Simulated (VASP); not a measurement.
The system is MgO.

```
Mg O
1.0
     0.00000    2.10217    2.10217
     2.15809    0.00000    2.10217
     2.15809    2.10217    0.00000
Mg O
1 1
Direct
  0.00000 0.00000 0.00000
  0.50000 0.50000 0.50000
```

This cell differs from its parent crystal: uniaxial x strain +2.7%.

Base run:

```yaml
Program: VASP 6.6.1
Functional: PBE
Potentials_or_basis: VASP PAW PBE potentials, release 64 (Mg, O)
Cutoff: 520 eV
k_mesh: 10 × 10 × 10
Occupations: fermi-dirac, width 0.02 eV
Spin: no spin polarisation
```

Its results: band gap on the k mesh 4.49 eV, direct; pressure 0.8 GPa.

**Question.** The run is repeated on the same cell with these changes: functional from PBE to r2SCAN; occupations from fermi-dirac, width 0.02 eV to gaussian, width 0.01 eV. What comes out?

**Answer.** Band gap on the k mesh 5.36 eV, direct; pressure -5.1 GPa.

Caveats: the PAW data sets were made with another functional, which shifts forces and pressure a little (some runs).

